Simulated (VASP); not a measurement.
# PbSe (Fm-3m) in VASP: further runs

The runs below take PbSe through single point, with PBE, r2SCAN.

Everything below comes from runs of VASP 6.6.1. Logs are shortened: lines on timing, memory, paths and dates and some standing lists are left out, and cuts for length are marked.

## Step 1: The cell of the first run

Symmetry: Fm-3m, No. 225, cubic system. Conventional cell: a = 6.216 Å, b = 6.216 Å, c = 6.216 Å, α = 90.00°, β = 90.00°, γ = 90.00°. Within 4.1 Å of Pb (site symmetry m-3m) lie 6 Se at 3.11 Å. Within 4.1 Å of Se (site symmetry m-3m) lie 6 Pb at 3.11 Å.

## Step 2: Single point, PBE

Input file INCAR:

```
PREC = Accurate ; ENCUT = 520
EDIFF = 1E-6 ; ISMEAR = 0
SIGMA = 0.05 ; LREAL = False
LASPH = True ; NELM = 80
ALGO = Normal ; ISIF = 2
LWAVE = False ; LCHARG = True
GGA = PE ; LELF = True
LVHAR = True ; NBANDS = 17
```

Input file KPOINTS:

```
regular mesh
0
Gamma
  6 6 6
```

Input file POSCAR:

```
PbSe
1.0
    0.0000000000      3.1081261849      3.1081261849
    3.1081261849      0.0000000000      3.1081261849
    3.1081261849      3.1081261849      0.0000000000
Pb Se
1 1
Direct
    0.5000000000      0.5000000000      0.5000000000
    0.0000000000      0.0000000000      0.0000000000
```

Potentials or basis: VASP PAW PBE potentials, release 64 (Pb_d, Se).

Run with:

```sh
$ cat potpaw_PBE.64/Pb_d/POTCAR potpaw_PBE.64/Se/POTCAR > POTCAR
$ mpirun -np 1 vasp_std > vasp.out
```

OUTCAR:

```text
PREC = Accurate
   ENCUT = 520
   EDIFF = 1E-6
   ISMEAR = 0
   LREAL = False
   LASPH = True
   NELM = 80
   ISIF = 2
   GGA = PE

 ion  position               nearest neighbor table
   1  0.500  0.500  0.500-   2 3.11   2 3.11   2 3.11   2 3.11   2 3.11   2 3.11
   2  0.000  0.000  0.000-   1 3.11   1 3.11   1 3.11   1 3.11   1 3.11   1 3.11

  LATTYP: Found a face centered cubic cell.
 ALAT       =     6.2162523698

  Lattice vectors:

 A1 = (   0.0000000000,   3.1081261849,   3.1081261849)
 A2 = (   3.1081261849,   0.0000000000,   3.1081261849)
 A3 = (   3.1081261849,   3.1081261849,   0.0000000000)

Analysis of symmetry for initial positions (statically):
=====================================================================
 Subroutine PRICEL returns:
 Original cell was already a primitive cell.

 Routine SETGRP: Setting up the symmetry group for a
 face centered cubic supercell.

 Subroutine GETGRP returns: Found 48 space group operations
 (whereof 48 operations were pure point group operations)
 out of a pool of 48 trial point group operations.

The static configuration has the point symmetry O_h .

Analysis of symmetry for dynamics (positions and initial velocities):
=====================================================================
 Subroutine PRICEL returns:
 Original cell was already a primitive cell.

 Routine SETGRP: Setting up the symmetry group for a
 face centered cubic supercell.

 Subroutine GETGRP returns: Found 48 space group operations
 (whereof 48 operations were pure point group operations)
 out of a pool of 48 trial point group operations.

The dynamic configuration has the point symmetry O_h .

 Subroutine INISYM returns: Found 48 space group operations
 (whereof 48 operations are pure point group operations),
 and found     1 'primitive' translations

----------------------------------------------------------------------------------------

                                     Primitive cell

  volume of cell :      60.0518

  direct lattice vectors                    reciprocal lattice vectors
     0.000000000  3.108126185  3.108126185    -0.160868630  0.160868630  0.160868630
     3.108126185  0.000000000  3.108126185     0.160868630 -0.160868630  0.160868630
     3.108126185  3.108126185  0.000000000     0.160868630  0.160868630 -0.160868630

  length of vectors
     4.395554204  4.395554204  4.395554204     0.278632640  0.278632640  0.278632640

  position of ions in fractional coordinates (direct lattice)
     0.500000000  0.500000000  0.500000000
     0.000000000  0.000000000  0.000000000

  ion indices of the primitive-cell ions
   primitive index   ion index
                 1           1
                 2           2

----------------------------------------------------------------------------------------

 KPOINTS: regular mesh

Automatic generation of k-mesh.
 Grid dimensions read from file:
 generate k-points for:    6    6    6

 Generating k-lattice:

  Cartesian coordinates                     Fractional coordinates (reciprocal lattice)
    -0.026811438  0.026811438  0.026811438     0.166666667  0.000000000  0.000000000
     0.026811438 -0.026811438  0.026811438     0.000000000  0.166666667  0.000000000
     0.026811438  0.026811438 -0.026811438     0.000000000  0.000000000  0.166666667

  Length of vectors
     0.046438773  0.046438773  0.046438773

  Shift w.r.t. Gamma in fractional coordinates (k-lattice)
     0.000000000  0.000000000  0.000000000

 Subroutine IBZKPT returns following result:
 ===========================================

 Found     16 irreducible k-points:

 Following reciprocal coordinates:
            Coordinates               Weight
  0.000000  0.000000  0.000000      1.000000
  0.166667  0.000000  0.000000      8.000000
  0.333333  0.000000  0.000000      8.000000
  0.500000  0.000000  0.000000      4.000000
  0.166667  0.166667  0.000000      6.000000
  0.333333  0.166667  0.000000     24.000000
[... 8 lines left out ...]
 -0.333333  0.333333  0.166667     24.000000
 -0.333333  0.500000  0.166667     12.000000
   k-points           NKPTS =     16   k-points in BZ     NKDIM =     16   number of bands    NBANDS=     17
   number of dos      NEDOS =    301   number of ions     NIONS =      2
   total plane-waves  NPLWV =  46656
   dimension x,y,z NGX =    36 NGY =   36 NGZ =   36
   dimension x,y,z NGXF=    72 NGYF=   72 NGZF=   72
   ions per type =               1   1
   NGX,Y,Z   is equivalent  to a cutoff of  13.62, 13.62, 13.62 a.u.
   NGXF,Y,Z  is equivalent  to a cutoff of  27.23, 27.23, 27.23 a.u.
 SYSTEM =  unknown system
   PREC   = accura    normal or accurate (medium, high low for compatibility)
   ISTART =      0    job   : 0-new  1-cont  2-samecut
   ICHARG =      2    charge: 1-file 2-atom 10-const
   ISPIN  =      1    spin polarized calculation?
   LNONCOLLINEAR =      F non collinear calculations
   LSORBIT =      F    spin-orbit coupling
   LASPH  =      T    aspherical Exc in radial PAW
   ENCUT  =  520.0 eV  38.22 Ry    6.18 a.u.   8.17  8.17  8.17*2*pi/ulx,y,z
   NELM   =     80;   NELMIN=  2; NELMDL= -5     # of ELM steps
   EDIFF  = 0.1E-05   stopping-criterion for ELM
   LREAL  =      F    real-space projection
   EDIFFG = 0.1E-04   stopping-criterion for IOM
   NSW    =      0    number of steps for IOM
   IBRION =     -1    ionic relax: 0-MD 1-quasi-New 2-CG
   NFREE  =      0    steps in history (QN), initial steepest desc. (CG)
   ISIF   =      2    stress and relaxation
   ISYM   =      2    0-nonsym 1-usesym 2-fastsym
   POTIM  = 0.5000    time-step for ionic-motion
   TEBEG  =    0.0;   TEEND  =   0.0 temperature during run
   PSTRESS=    0.0 pullay stress
   NELECT =      20.0000    total number of electrons
   NUPDOWN=      -1.0000    fix difference up-down
   EMIN   =  10.00;   EMAX   =-10.00  energy-range for DOS
   EFERMI =   0.00;   METHOD = LEGACY
   ISMEAR =     0;   SIGMA  =   0.05  broadening in eV -4-tet -1-fermi 0-gaus
   EFERMI_NEDOS =   21; number of points for ismear=-14 and -15
   IALGO  =     38    algorithm
   IMIX   =      4    mixing-type and parameters
     AMIX     =   0.40;   BMIX     =  1.00
     AMIX_MAG =   1.60;   BMIX_MAG =  1.00
  volume/ion in A,a.u.               =      30.03       202.62
  Fermi-wavevector in a.u.,A,eV,Ry     =   1.134774  2.144413 17.520398  1.287713
  Thomas-Fermi vector in A             =   2.271479
   LORBIT       =      0    0 simple, 1 ext, 2 COOP (PROOUT), +10 PAW based schemes
   GGA     = PE    functional components
   LHFCALC =     F    Hartree Fock is set to
   AEXX    =    0.0000 exact exchange contribution
   IVDW    =     0    specifies the selected vdW correction
   LEPSILON=     F    determine dielectric tensor
   LRPA    =     F    only Hartree local field effects (RPA)
 non-spin polarized calculation
 Gauss-broadening in eV      SIGMA  =   0.05
  energy-cutoff  :      520.00
  volume of cell :       60.05
 maximum number of plane-waves:      1639
 NGX is ok and might be reduce to    36
   NGX = 17   NGY = 17   NGZ = 17

 number of electron      20.0000002 magnetization

 Free energy of the ion-electron system (eV)
  ---------------------------------------------------
  ext. energy  EPLUGINS =         0.00000000
  ---------------------------------------------------
  free energy    TOTEN  =        -8.20105742 eV

  energy without entropy =       -8.20105742  energy(sigma->0) =       -8.20105742

 E-fermi :   4.6965     XC(G=0):  -9.3196

 val. band max:        4.4743465415   @ k =   0.5000   0.0000   0.0000
 cond. band min:       4.9112564349   @ k =   0.5000   0.0000   0.0000
 fundamental gap:      0.4369098934
 Fermi energy:         4.6964996490

 k-point     1 :       0.0000    0.0000    0.0000
  band No.  band energies     occupation
      1     -12.2581      2.00000
      2     -12.2581      2.00000
      3     -12.2581      2.00000
      4     -12.2521      2.00000
      5     -12.2521      2.00000
      6      -8.7065      2.00000
[... 9 lines left out ...]
     16      11.1234      0.00000
     17      12.6297      0.00000

 k-point     2 :       0.1667    0.0000    0.0000
  band No.  band energies     occupation
      1     -12.2586      2.00000
      2     -12.2586      2.00000
      3     -12.2571      2.00000
      4     -12.2495      2.00000
      5     -12.2495      2.00000
      6      -8.5167      2.00000
[... 9 lines left out ...]
     16      11.6781      0.00000
     17      14.2504      0.00000

 k-point     3 :       0.3333    0.0000    0.0000
  band No.  band energies     occupation
      1     -12.2678      2.00000
      2     -12.2678      2.00000
      3     -12.2556      2.00000
      4     -12.2364      2.00000
      5     -12.2364      2.00000
      6      -8.0520      2.00000
[... 9 lines left out ...]
     16      13.0940      0.00000
     17      16.0804      0.00000

 k-point     4 :       0.5000    0.0000    0.0000
  band No.  band energies     occupation
      1     -12.2726      2.00000
      2     -12.2726      2.00000
      3     -12.2549      2.00000
      4     -12.2296      2.00000
      5     -12.2296      2.00000
      6      -7.7473      2.00000
[... 9 lines left out ...]
     16      14.6891      0.00000
     17      14.6891      0.00000

 k-point     5 :       0.1667    0.1667    0.0000
  band No.  band energies     occupation
      1     -12.2672      2.00000
      2     -12.2618      2.00000
      3     -12.2492      2.00000
      4     -12.2492      2.00000
      5     -12.2481      2.00000
      6      -8.4504      2.00000
[... 9 lines left out ...]
     16      12.6476      0.00000
     17      13.2985      0.00000

 k-point     6 :       0.3333    0.1667    0.0000
  band No.  band energies     occupation
      1     -12.2836      2.00000
      2     -12.2605      2.00000
      3     -12.2544      2.00000
      4     -12.2410      2.00000
      5     -12.2343      2.00000
      6      -8.0691      2.00000
[... 9 lines left out ...]
     16      13.9607      0.00000
     17      15.1928      0.00000

 k-point     7 :       0.5000    0.1667    0.0000
  band No.  band energies     occupation
      1     -12.2895      2.00000
      2     -12.2628      2.00000
      3     -12.2531      2.00000
      4     -12.2370      2.00000
      5     -12.2282      2.00000
      6      -7.6782      2.00000
[... 9 lines left out ...]
     16      14.9167      0.00000
     17      15.1942      0.00000

 k-point     8 :      -0.3333    0.1667    0.0000
  band No.  band energies     occupation
      1     -12.2799      2.00000
      2     -12.2661      2.00000
      3     -12.2510      2.00000
      4     -12.2363      2.00000
      5     -12.2359      2.00000
      6      -7.7814      2.00000
[... 9 lines left out ...]
     16      14.1458      0.00000
     17      15.4605      0.00000

 k-point     9 :      -0.1667    0.1667    0.0000
  band No.  band energies     occupation
      1     -12.2645      2.00000
      2     -12.2624      2.00000
      3     -12.2557      2.00000
      4     -12.2482      2.00000
      5     -12.2397      2.00000
      6      -8.2281      2.00000
[... 9 lines left out ...]
     16      13.3775      0.00000
     17      14.0162      0.00000

 k-point    10 :       0.3333    0.3333    0.0000
  band No.  band energies     occupation
      1     -12.3174      2.00000
      2     -12.2691      2.00000
      3     -12.2402      2.00000
      4     -12.2306      2.00000
      5     -12.2306      2.00000
      6      -7.8234      2.00000
[... 9 lines left out ...]
     16      14.7274      0.00000
     17      15.6153      0.00000

 k-point    11 :       0.5000    0.3333    0.0000
  band No.  band energies     occupation
      1     -12.3298      2.00000
      2     -12.2656      2.00000
      3     -12.2441      2.00000
      4     -12.2280      2.00000
      5     -12.2244      2.00000
      6      -7.5261      2.00000
[... 9 lines left out ...]
     16      15.6895      0.00000
     17      16.2848      0.00000

 k-point    12 :      -0.3333    0.3333    0.0000
  band No.  band energies     occupation
      1     -12.3100      2.00000
      2     -12.2545      2.00000
      3     -12.2514      2.00000
      4     -12.2373      2.00000
      5     -12.2296      2.00000
      6      -7.5001      2.00000
[... 9 lines left out ...]
     16      13.9012      0.00000
     17      15.9007      0.00000

 k-point    13 :       0.5000    0.5000    0.0000
  band No.  band energies     occupation
      1     -12.3509      2.00000
      2     -12.2727      2.00000
      3     -12.2362      2.00000
      4     -12.2210      2.00000
      5     -12.2210      2.00000
      6      -7.4421      2.00000
[... 9 lines left out ...]
     16      15.8137      0.00000
     17      17.1124      0.00000

 k-point    14 :       0.5000    0.3333    0.1667
  band No.  band energies     occupation
      1     -12.3023      2.00000
      2     -12.2581      2.00000
      3     -12.2547      2.00000
      4     -12.2340      2.00000
      5     -12.2310      2.00000
      6      -7.7091      2.00000
[... 9 lines left out ...]
     16      14.7286      0.00000
     17      14.9938      0.00000

 k-point    15 :      -0.3333    0.3333    0.1667
  band No.  band energies     occupation
      1     -12.3092      2.00000
      2     -12.2576      2.00000
      3     -12.2464      2.00000
      4     -12.2443      2.00000
      5     -12.2255      2.00000
      6      -7.5000      2.00000
[... 9 lines left out ...]
     16      15.8583      0.00000
     17      15.8629      0.00000

 k-point    16 :      -0.3333    0.5000    0.1667
  band No.  band energies     occupation
      1     -12.3307      2.00000
      2     -12.2603      2.00000
      3     -12.2469      2.00000
      4     -12.2344      2.00000
      5     -12.2210      2.00000
      6      -7.4198      2.00000
[... 9 lines left out ...]
     16      15.9763      0.00000
     17      17.1706      0.00000

------------------------ aborting loop because EDIFF is reached ----------------------------------------

  FORCE on cell =-STRESS in cart. coord.  units (eV):
  Direction    XX          YY          ZZ          XY          YZ          ZX
  --------------------------------------------------------------------------------------
  -------------------------------------------------------------------------------------
  Total       -0.0096834     -0.0096834     -0.0096834      0.0000000     -0.0000000     -0.0000000
  in kB       -0.2583518     -0.2583518     -0.2583518      0.0000000     -0.0000000     -0.0000000
  external PRESSURE =      -0.2583518 kB  Pullay stress =       0.0000000 kB

 VOLUME and BASIS-vectors are now :
 -----------------------------------------------------------------------------
  energy-cutoff  :      520.00
  volume of cell :       60.05
      direct lattice vectors                 reciprocal lattice vectors
     0.000000000  3.108126185  3.108126185    -0.160868630  0.160868630  0.160868630
     3.108126185  0.000000000  3.108126185     0.160868630 -0.160868630  0.160868630
     3.108126185  3.108126185  0.000000000     0.160868630  0.160868630 -0.160868630

 POSITION                                       TOTAL-FORCE (eV/Angst)
 -----------------------------------------------------------------------------------
      3.10813      3.10813      3.10813        -0.000000     -0.000000     -0.000000
      0.00000      0.00000      0.00000         0.000000      0.000000      0.000000
 -----------------------------------------------------------------------------------
    total drift:                                0.000000      0.000000      0.000000

  FREE ENERGIE OF THE ION-ELECTRON SYSTEM (eV)
  ---------------------------------------------------
  free  energy   TOTEN  =        -8.2010574152 eV

  energy  without entropy=       -8.2010574152  energy(sigma->0) =       -8.20105742
```

Run time: 12 s. Hardware: 1 thread of Intel Xeon 6975P-C (Granite Rapids), shared host; peak memory 0.19 GiB.

What came out:

```yaml
Free_energy: -8.2011 eV
Pressure: 0.0 GPa
Band_gap_on_the_k_mesh: 0.44 eV, direct
```

Levels at points of the mesh, in eV from the valence-band top:
| k point | band 8 | band 9 | band 10 | band 11 | band 12 | band 13 |
| --- | --- | --- | --- | --- | --- | --- |
| (0.00, 0.00, 0.00) | -1.64 | -1.64 | -1.64 | 4.64 | 4.64 | 4.64 |
| (0.50, 0.00, 0.00) | -1.26 | -1.26 | 0.00 | 0.44 | 1.83 | 1.83 |
| (0.50, 0.50, 0.00) | -4.57 | -2.92 | -2.92 | 3.92 | 5.47 | 5.47 |

Caveat: spin-orbit coupling is left out, which moves the levels of the heavy elements. A k mesh can miss the band edges.

[end of part 1 of 2]
